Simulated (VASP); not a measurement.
# K3AlO2 (P-6m2) in VASP: further runs

The runs below take K3AlO2 through relaxation of cell and atoms, with PBE.

Everything below comes from runs of VASP 6.6.1. Logs are shortened: lines on timing, memory, paths and dates and some standing lists are left out, and cuts for length are marked.

### 1 The cell of the first run

It takes space group P-6m2 (No. 187, hexagonal). Conventional cell: a = 4.325 Å, b = 4.325 Å, c = 8.663 Å, α = 90.00°, β = 90.00°, γ = 120.00°. Within 3.4 Å of K (site symmetry -6m2) lie 3 K at 2.50 Å and 6 O at 3.38 Å. K (site symmetry -6m2) has 3 Al at 2.50 Å and 6 O at 3.24 Å within 3.3 Å. K (site symmetry -6m2) has 3 K at 2.50 Å and 6 O at 3.38 Å within 3.4 Å. Within 3.3 Å of Al (site symmetry -6m2) lie 3 K at 2.50 Å and 6 O at 3.24 Å. Within 4.6 Å of O (site symmetry 3m) lie 9 K at 3.24 to 3.38 Å and 3 Al at 3.24 Å and 8 O at 4.12 to 4.55 Å.

The cell was generated, and may not be a known phase.

### 2 Relaxation of cell and atoms, PBE

INCAR reads:

```
SYSTEM = K3AlO2
ALGO = Normal ; EDIFF = 1E-7
EDIFFG = -0.04 ; ENCUT = 600
GGA = PE ; GGA_COMPAT = .False.
IBRION = 2 ; ISIF = 3
ISMEAR = 0 ; LASPH = .True.
LCHARG = .False. ; LREAL = .False.
LWAVE = .False. ; NELM = 120
NELMIN = 4 ; NSW = 90
PREC = Accurate ; SIGMA = 0.1
```

KPOINTS reads:

```
k-points
0
Gamma
  6 6 2
  0 0 0
```

POSCAR reads:

```
K3AlO2
1.0
    4.3253432600      0.0000000000      0.0000000000
   -2.1626716300      3.7458571400      0.0000000000
    0.0000000000      0.0000000000      8.6630266100
K Al O
3 1 2
Direct
    0.0000000000      0.0000000000      0.5000000000
    0.3333333300      0.6666666700      0.0000000000
    0.3333333300      0.6666666700      0.5000000000
    0.0000000000      0.0000000000      0.0000000000
    0.6666666700      0.3333333300      0.2376510100
    0.6666666700      0.3333333300      0.7623489900
```

Potentials or basis: VASP PAW PBE potentials, release 64 (K_sv, Al, O).

Launch:

```console
$ cat potpaw_PBE.64/K_sv/POTCAR potpaw_PBE.64/Al/POTCAR potpaw_PBE.64/O/POTCAR > POTCAR
$ mpirun -np 1 vasp_std > vasp.out
```

OUTCAR:

```text
SYSTEM = K3AlO2
   EDIFF = 1E-7
   EDIFFG = -0.04
   ENCUT = 600
   GGA = PE
   IBRION = 2
   ISIF = 3
   ISMEAR = 0
   LASPH = .True.
   LREAL = .False.
   NELM = 120
   NELMIN = 4
   NSW = 90
   PREC = Accurate

 ion  position               nearest neighbor table
   1  0.000  0.000  0.500-   3 2.50   3 2.50   3 2.50
   2  0.333  0.667  0.000-   4 2.50   4 2.50   4 2.50
   3  0.333  0.667  0.500-   1 2.50   1 2.50   1 2.50
   4  0.000  0.000  0.000-   2 2.50   2 2.50   2 2.50
   5  0.667  0.333  0.238-
   6  0.667  0.333  0.762-

  LATTYP: Found a hexagonal cell.
 ALAT       =     4.3253432600
 C/A-ratio  =     2.0028529736

  Lattice vectors:

 A1 = (   4.3253432600,   0.0000000000,   0.0000000000)
 A2 = (  -2.1626716300,   3.7458571400,   0.0000000000)
 A3 = (   0.0000000000,   0.0000000000,   8.6630266100)

Analysis of symmetry for initial positions (statically):
=====================================================================
 Subroutine PRICEL returns:
 Original cell was already a primitive cell.

 Routine SETGRP: Setting up the symmetry group for a
 hexagonal supercell.

 Subroutine GETGRP returns: Found 12 space group operations
 (whereof 12 operations were pure point group operations)
 out of a pool of 24 trial point group operations.

The static configuration has the point symmetry D_3h.

Analysis of symmetry for dynamics (positions and initial velocities):
=====================================================================
 Subroutine PRICEL returns:
 Original cell was already a primitive cell.

 Routine SETGRP: Setting up the symmetry group for a
 hexagonal supercell.

 Subroutine GETGRP returns: Found 12 space group operations
 (whereof 12 operations were pure point group operations)
 out of a pool of 24 trial point group operations.

The dynamic configuration has the point symmetry D_3h.

 Subroutine INISYM returns: Found 12 space group operations
 (whereof 12 operations are pure point group operations),
 and found     1 'primitive' translations

----------------------------------------------------------------------------------------

                                     Primitive cell

  volume of cell :     140.3594

  direct lattice vectors                    reciprocal lattice vectors
     4.325343260  0.000000000  0.000000000     0.231195524  0.133480798  0.000000000
    -2.162671630  3.745857140  0.000000000     0.000000000  0.266961596  0.000000000
     0.000000000  0.000000000  8.663026610     0.000000000  0.000000000  0.115433098

  length of vectors
     4.325343260  4.325343257  8.663026610     0.266961596  0.266961596  0.115433098

  position of ions in fractional coordinates (direct lattice)
     0.000000000  0.000000000  0.500000000
     0.333333330  0.666666670  0.000000000
     0.333333330  0.666666670  0.500000000
     0.000000000  0.000000000  0.000000000
     0.666666670  0.333333330  0.237651010
     0.666666670  0.333333330  0.762348990

  ion indices of the primitive-cell ions
   primitive index   ion index
                 1           1
                 2           2
                 3           3
                 4           4
                 5           5
                 6           6

----------------------------------------------------------------------------------------

 KPOINTS: k-points

Automatic generation of k-mesh.
 Grid dimensions read from file:
 generate k-points for:    6    6    2

 Generating k-lattice:

  Cartesian coordinates                     Fractional coordinates (reciprocal lattice)
     0.038532587  0.022246800  0.000000000     0.166666667 -0.000000000  0.000000000
     0.000000000  0.044493599  0.000000000     0.000000000  0.166666667  0.000000000
     0.000000000  0.000000000  0.057716549     0.000000000  0.000000000  0.500000000

  Length of vectors
     0.044493599  0.044493599  0.057716549

  Shift w.r.t. Gamma in fractional coordinates (k-lattice)
     0.000000000  0.000000000  0.000000000

 Subroutine IBZKPT returns following result:
 ===========================================

 Found     14 irreducible k-points:

 Following reciprocal coordinates:
            Coordinates               Weight
  0.000000  0.000000  0.000000      1.000000
  0.166667  0.000000  0.000000      6.000000
  0.333333  0.000000  0.000000      6.000000
  0.500000  0.000000  0.000000      3.000000
  0.166667  0.166667  0.000000      6.000000
  0.333333  0.166667  0.000000     12.000000
  0.333333  0.333333  0.000000      2.000000
  0.000000  0.000000  0.500000      1.000000
  0.166667  0.000000  0.500000      6.000000
  0.333333  0.000000  0.500000      6.000000
  0.500000  0.000000  0.500000      3.000000
  0.166667  0.166667  0.500000      6.000000
  0.333333  0.166667  0.500000     12.000000
  0.333333  0.333333  0.500000      2.000000
   k-points           NKPTS =     14   k-points in BZ     NKDIM =     14   number of bands    NBANDS=     25
   number of dos      NEDOS =    301   number of ions     NIONS =      6
   total plane-waves  NPLWV =  90720
   dimension x,y,z NGX =    36 NGY =   36 NGZ =   70
   dimension x,y,z NGXF=    72 NGYF=   72 NGZF=  140
   ions per type =               3   1   2
   NGX,Y,Z   is equivalent  to a cutoff of  13.84, 13.84, 13.43 a.u.
   NGXF,Y,Z  is equivalent  to a cutoff of  27.67, 27.67, 26.87 a.u.
 SYSTEM =  K3AlO2
   PREC   = accura    normal or accurate (medium, high low for compatibility)
   ISTART =      0    job   : 0-new  1-cont  2-samecut
   ICHARG =      2    charge: 1-file 2-atom 10-const
   ISPIN  =      1    spin polarized calculation?
   LNONCOLLINEAR =      F non collinear calculations
   LSORBIT =      F    spin-orbit coupling
   LASPH  =      T    aspherical Exc in radial PAW
   ENCUT  =  600.0 eV  44.10 Ry    6.64 a.u.   8.64  8.64 17.30*2*pi/ulx,y,z
   NELM   =    120;   NELMIN=  4; NELMDL= -5     # of ELM steps
   EDIFF  = 0.1E-06   stopping-criterion for ELM
   LREAL  =      F    real-space projection
   EDIFFG = -.4E-01   stopping-criterion for IOM
   NSW    =     90    number of steps for IOM
   IBRION =      2    ionic relax: 0-MD 1-quasi-New 2-CG
   NFREE  =      1    steps in history (QN), initial steepest desc. (CG)
   ISIF   =      3    stress and relaxation
   ISYM   =      2    0-nonsym 1-usesym 2-fastsym
   POTIM  = 0.5000    time-step for ionic-motion
   TEBEG  =    0.0;   TEEND  =   0.0 temperature during run
   PSTRESS=    0.0 pullay stress
   NELECT =      42.0000    total number of electrons
   NUPDOWN=      -1.0000    fix difference up-down
   EMIN   =  10.00;   EMAX   =-10.00  energy-range for DOS
   EFERMI =   0.00;   METHOD = LEGACY
   ISMEAR =     0;   SIGMA  =   0.10  broadening in eV -4-tet -1-fermi 0-gaus
   EFERMI_NEDOS =   21; number of points for ismear=-14 and -15
   IALGO  =     38    algorithm
   IMIX   =      4    mixing-type and parameters
     AMIX     =   0.40;   BMIX     =  1.00
     AMIX_MAG =   1.60;   BMIX_MAG =  1.00
  volume/ion in A,a.u.               =      23.39       157.87
  Fermi-wavevector in a.u.,A,eV,Ry     =   1.094992  2.069234 16.313475  1.199007
  Thomas-Fermi vector in A             =   2.231307
   LORBIT       =      0    0 simple, 1 ext, 2 COOP (PROOUT), +10 PAW based schemes
   GGA     = PE    functional components
   LHFCALC =     F    Hartree Fock is set to
   AEXX    =    0.0000 exact exchange contribution
   IVDW    =     0    specifies the selected vdW correction
   LEPSILON=     F    determine dielectric tensor
   LRPA    =     F    only Hartree local field effects (RPA)
 conjugate gradient relaxation of ions
 non-spin polarized calculation
 Gauss-broadening in eV      SIGMA  =   0.10
  energy-cutoff  :      600.00
  volume of cell :      140.36
 maximum number of plane-waves:      4733
 NGX is ok and might be reduce to    36
   NGX = 17   NGY = 17   NGZ = 35

--------------------------------------- Ionic step        1  -------------------------------------------

 number of electron      41.9999995 magnetization

 Free energy of the ion-electron system (eV)
  ---------------------------------------------------
  ext. energy  EPLUGINS =         0.00000000
  ---------------------------------------------------
  free energy    TOTEN  =       -13.35257680 eV

  energy without entropy =      -13.35257680  energy(sigma->0) =      -13.35257680

------------------------ aborting loop because EDIFF is reached ----------------------------------------

  FORCE on cell =-STRESS in cart. coord.  units (eV):
  Direction    XX          YY          ZZ          XY          YZ          ZX
  --------------------------------------------------------------------------------------
  -------------------------------------------------------------------------------------
  Total       13.1332854     13.1332854    -17.3134378      0.0000000      0.0000000      0.0000000
  in kB      149.9141162    149.9141159   -197.6298117      0.0000000      0.0000000      0.0000000
  external PRESSURE =      34.0661401 kB  Pullay stress =       0.0000000 kB
[... 101 lines left out ...]
  FREE ENERGIE OF THE ION-ELECTRON SYSTEM (eV)
  ---------------------------------------------------
  free  energy   TOTEN  =       -16.3778449423 eV

  energy  without entropy=      -16.3758823359  energy(sigma->0) =      -16.37686364

[... ionic steps 4 to 8 ...]

--------------------------------------- Ionic step        9  -------------------------------------------

 number of electron      41.9999994 magnetization

------------------------ aborting loop because EDIFF is reached ----------------------------------------

  FORCE on cell =-STRESS in cart. coord.  units (eV):
  Direction    XX          YY          ZZ          XY          YZ          ZX
  --------------------------------------------------------------------------------------
  -------------------------------------------------------------------------------------
  Total        0.2079987      0.2079987      0.0421910      0.0000000      0.0000000      0.0000000
  in kB        2.6026239      2.6026239      0.5279231      0.0000000      0.0000000      0.0000000
  external PRESSURE =       1.9110570 kB  Pullay stress =       0.0000000 kB
[... 65 lines left out ...]
  energy  without entropy=      -16.5924863396  energy(sigma->0) =      -16.59296364

--------------------------------------- Ionic step       11  -------------------------------------------

 number of electron      41.9999991 magnetization

 Free energy of the ion-electron system (eV)
  ---------------------------------------------------
  ext. energy  EPLUGINS =         0.00000000
  ---------------------------------------------------
  free energy    TOTEN  =       -16.59525147 eV

  energy without entropy =      -16.59416687  energy(sigma->0) =      -16.59470917

 E-fermi :   1.8527     XC(G=0):  -8.7047

 val. band max:        1.6653657464   @ k =   0.3333   0.0000   0.0000
 cond. band min:       1.9365249816   @ k =   0.0000   0.0000   0.5000
 fundamental gap:      0.2711592352
 Fermi energy:         1.8526610332

 k-point     1 :       0.0000    0.0000    0.0000
  band No.  band energies     occupation
      1     -30.3042      2.00000
      2     -29.4576      2.00000
      3     -29.1776      2.00000
      4     -14.3099      2.00000
      5     -14.3099      2.00000
      6     -14.0016      2.00000
[... 414 lines left out ...]
  FREE ENERGIE OF THE ION-ELECTRON SYSTEM (eV)
  ---------------------------------------------------
  free  energy   TOTEN  =       -16.5952514709 eV

  energy  without entropy=      -16.5941668713  energy(sigma->0) =      -16.59470917

 reached required accuracy - stopping structural energy minimisation
```

It took 13 min on 1 thread of Intel Xeon 8259CL, shared host; peak memory 0.33 GiB.

Results:

| Quantity | Value |
| --- | --- |
| Free energy | -16.5953 eV |
| Relaxed volume | 21.59 Å³/atom |
| Relaxed cell | a = 4.700 Å, b = 4.700 Å, c = 6.772 Å, α = 90.00°, β = 90.00°, γ = 120.00° |
| Space group after relaxing (to 0.1 Å) | P-6m2 (No. 187) |
| Energy gained by relaxing | 540.4 meV/atom |
| Ionic steps | 11 |
| Pressure after relaxing | -0.1 GPa |
| Largest force after relaxing | 0.019 eV/Å |
| Band gap on the k mesh | 0.27 eV (least direct gap 0.45 eV) |

Forces in eV/Å, atoms in the order of the input:
```
K    0.000  0.000  0.000
K    0.000  0.000  0.000
K    0.000  0.000  0.000
Al   0.000  0.000  0.000
O    0.000  0.000  0.019
O    0.000  0.000 -0.019
```

Step by step:
```
step  energy change (eV)  largest force (eV/Å)  pressure (GPa)  volume (Å³)
   1              0.0000                0.4004            3.41       140.36
   2             -2.9181                0.3136           -2.15       147.68
   3             -3.0253                0.2845           -2.60       148.40
   4             -3.0292                0.2814           -2.64       148.48
   5             -3.1624                0.2353           -1.77       139.85
   6             -3.2278                0.1723           -0.44       130.76
   7             -3.2289                0.1593           -0.15       129.18
   8             -3.2382                0.1229            0.11       128.29
   9             -3.2386                0.1126            0.19       128.04
  10             -3.2409                0.0806            0.09       128.55
  11             -3.2427                0.0195           -0.09       129.57
```

Final structure:
```yaml
crystal:
  lattice:
    - [4.70020, 0.00000, 0.00000]
    - [-2.35010, 4.07049, 0.00000]
    - [0.00000, 0.00000, 6.77225]
  atoms:
    - { symbol: K, position: [0.00000, 0.00000, 0.50000] }
    - { symbol: K, position: [0.33333, 0.66667, 0.00000] }
    - { symbol: K, position: [0.33333, 0.66667, 0.50000] }
    - { symbol: Al, position: [0.00000, 0.00000, 0.00000] }
    - { symbol: O, position: [0.66667, 0.33333, 0.25144] }
    - { symbol: O, position: [0.66667, 0.33333, 0.74856] }
```

Levels at points of the mesh, in eV from the valence-band top:
```csv
k point,band 17,band 18,band 19,band 20,band 21,band 22,band 23,band 24,band 25
"(0.00, 0.00, 0.00)",-1.27,-1.19,-0.85,-0.85,-0.04,1.34,2.09,2.09,2.95
"(0.50, 0.00, 0.00)",-1.45,-1.21,-1.14,-0.76,0.00,1.76,1.78,2.94,3.84
"(0.00, 0.00, 0.50)",-1.18,-0.96,-0.96,-0.96,-0.18,0.27,2.01,2.01,4.49
"(0.50, 0.00, 0.50)",-1.28,-1.12,-1.05,-0.77,-0.46,1.42,1.88,2.96,4.42
```

Caveat: semilocal functionals underestimate gaps, and a narrow one can read as zero; a cell axis changed by over 15 % at a fixed basis, so the end point is rough.

### 3 Relaxation of cell and atoms, PBE

This run uses another cell than the first one, of 21.40 Å³/atom.

INCAR reads:

```
PREC = Accurate ; ENCUT = 600
EDIFF = 1E-7 ; ISMEAR = 0
SIGMA = 0.1 ; LREAL = False
LASPH = True ; NELM = 120
ALGO = Normal ; ISIF = 3
LWAVE = False ; LCHARG = False
GGA = PE ; IBRION = 2
NSW = 90 ; EDIFFG = -0.04
GGA_COMPAT = False ; NELMIN = 4
```

KPOINTS reads:

```
regular mesh
0
Gamma
  6 6 4
```

POSCAR reads:

```
K3AlO2
1.0
    4.6836044004      0.0000000000      0.0000000000
   -2.3418022002      4.0561203920      0.0000000000
    0.0000000000      0.0000000000      6.7599424602
K Al O
3 1 2
Direct
    0.0000000000      0.0000000000      0.5000000000
    0.3333333333      0.6666666667      0.0000000000
    0.3333333333      0.6666666667      0.5000000000
    0.0000000000      0.0000000000      0.0000000000
    0.6666666667      0.3333333333      0.2520375817
    0.6666666667      0.3333333333      0.7479624183
```

Potentials or basis: VASP PAW PBE potentials, release 64 (K_sv, Al, O).

Launch:

```console
$ cat potpaw_PBE.64/K_sv/POTCAR potpaw_PBE.64/Al/POTCAR potpaw_PBE.64/O/POTCAR > POTCAR
$ mpirun -np 1 vasp_std > vasp.out
```

Wall time 3.9 min (1 thread of Intel Xeon 8259CL, shared host); peak memory 0.33 GiB.

It converged, with:

```
Free energy                           : -16.6028 eV
Relaxed volume                        : 21.45 Å³/atom
Relaxed cell                          : a = 4.693 Å, b = 4.693 Å, c = 6.749 Å, α = 90.00°, β = 90.00°, γ = 120.00°
Space group after relaxing (to 0.1 Å) : P-6m2 (No. 187)
Energy gained by relaxing             : 0.1 meV/atom
Ionic steps                           : 2
Pressure after relaxing               : 0.0 GPa
Largest force after relaxing          : 0.018 eV/Å
Band gap on the k mesh                : 0.28 eV (least direct gap 0.46 eV)
```

Forces in eV/Å, atoms in the order of the input:
```
K    0.000  0.000  0.000
K    0.000  0.000  0.000
K    0.000  0.000  0.000
Al   0.000  0.000  0.000
O    0.000  0.000  0.018
O    0.000  0.000 -0.018
```

Stress tensor (GPa, compression positive):
```
 0.08  0.00  0.00
 0.00  0.08  0.00
 0.00  0.00 -0.06
```

Step by step:
```csv
step,energy change (eV),largest force (eV/Å),pressure (GPa),volume (Å³)
1,0.0000,0.0213,0.12,128.42
2,-0.0009,0.0183,0.03,128.72
```

Final structure:
```yaml
crystal:
  lattice:
    - [4.69293, 0.00000, 0.00000]
    - [-2.34647, 4.06420, 0.00000]
    - [0.00000, 0.00000, 6.74882]
  atoms:
    - { symbol: K, position: [0.00000, 0.00000, 0.50000] }
    - { symbol: K, position: [0.33333, 0.66667, 0.00000] }
    - { symbol: K, position: [0.33333, 0.66667, 0.50000] }
    - { symbol: Al, position: [0.00000, 0.00000, 0.00000] }
    - { symbol: O, position: [0.66667, 0.33333, 0.25219] }
    - { symbol: O, position: [0.66667, 0.33333, 0.74781] }
```

Levels at points of the mesh, in eV from the valence-band top:
```
           k point  band 18  band 19  band 20  band 21  band 22  band 23  band 24  band 25
(0.00, 0.00, 0.00)    -1.20    -0.86    -0.86    -0.04     1.36     2.09     2.09     2.97
(0.50, 0.00, 0.00)    -1.22    -1.15    -0.76     0.00     1.77     1.79     2.96     3.86
(0.00, 0.00, 0.50)    -0.97    -0.97    -0.97    -0.18     0.28     2.01     2.01     4.55
(0.50, 0.00, 0.50)    -1.12    -1.06    -0.79    -0.46     1.42     1.89     2.98     4.45
```

Caveat: semilocal functionals underestimate gaps, and a narrow one can read as zero. A k mesh can miss the band edges.
